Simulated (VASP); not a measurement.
A run of VASP 6.6.1 is set up as follows.

File INCAR:

```
SYSTEM = Sr
PREC = Accurate
ENCUT = 520
EDIFF = 1E-6
ISMEAR = 0
SIGMA = 0.15
LREAL = .False.
LASPH = .True.
NELM = 80
ALGO = Fast
ISIF = 2
LWAVE = .False.
LCHARG = .False.
NBANDS = 11
```

File KPOINTS:

```
Automatic mesh
0
Gamma
  14 14 14
  0 0 0
```

The input POSCAR:

```
Sr
1.0
   -2.3886250000      2.3886250000      2.3522500000
    2.3886250000     -2.3886250000      2.3522500000
    2.3886250000      2.3886250000     -2.3522500000
Sr
1
Direct
    0.0000000000      0.0000000000      0.0000000000
```

Potentials or basis: VASP PAW LDA potentials, release 64 (Sr_sv).

Command:

```bash
$ cat potpaw_LDA.64/Sr_sv/POTCAR > POTCAR
$ mpirun -np 1 vasp_std > vasp.out
```

(1) Estimate the band gap on the k mesh.

(2) Predict the pressure.

Answers

(1) zero (bands 5 and 6 overlap by 0.43 eV).

(2) -1.3 GPa.

Caveat: the cell differs from its parent crystal (strain -0.015 along x and y, -0.030 along z).
